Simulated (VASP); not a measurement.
Wanted: the native input for a VASP 6.6.1 run.

```yaml
Task: single point
Functional: PBE
Dispersion: D4
Potentials_or_basis: VASP PAW PBE potentials, release 64 (Ti_sv)
Cutoff: 500 eV
k_mesh: 6 × 6 × 6
Occupations: gaussian, width 0.1 eV
Spin: no spin polarisation
Dipole_correction: no
Further_INCAR_settings: ALGO = Normal; EDIFF = 1e-06; NBANDS = 12
```

The structure of Ti lies in POSCAR:

```
Ti
1.0
    0.0544252175      2.0469312735      2.0120196704
    2.0873819424      0.0212349708      2.0452099171
    2.0757212348      2.0684608127      0.0328956784
Ti
1
Direct
    0.0000000000      0.0000000000      0.0000000000
```

These files were run (other wordings do the same):

INCAR

```
  PREC = Accurate
  ENCUT = 500
  EDIFF = 1E-6
  ISMEAR = 0
  SIGMA = 0.1
  LREAL = F
  LASPH = T
  NELM = 120
  ALGO = Normal
  ISIF = 2
  LWAVE = F
  LCHARG = F
  GGA = PE
  IVDW = 13
  NBANDS = 12
  GGA_COMPAT = F
```

KPOINTS

```
Automatic mesh
0
Gamma
  6 6 6
```

Potentials or basis: VASP PAW PBE potentials, release 64 (Ti_sv).

Launch:

```bash
$ cat potpaw_PBE.64/Ti_sv/POTCAR > POTCAR
$ mpirun -np 1 vasp_std > vasp.out
```

It gave:

```json
{
 "Pressure": "1.3 GPa",
 "Band gap on the k mesh": "zero (band 6 reaches 9.16 eV, above the bottom of band 7 at 8.33 eV)",
 "Dispersion energy per atom": "-0.207 eV"
}
```

Caveat: the k points lie up to 0.45 Å⁻¹ apart; pairwise dispersion overbinds metals, which lowers pressure and volume.

Wall time 11 s on 1 thread of Intel(R) Xeon(R) Platinum 8488C (Sapphire Rapids), on a shared host, peak memory 0.15 GiB.
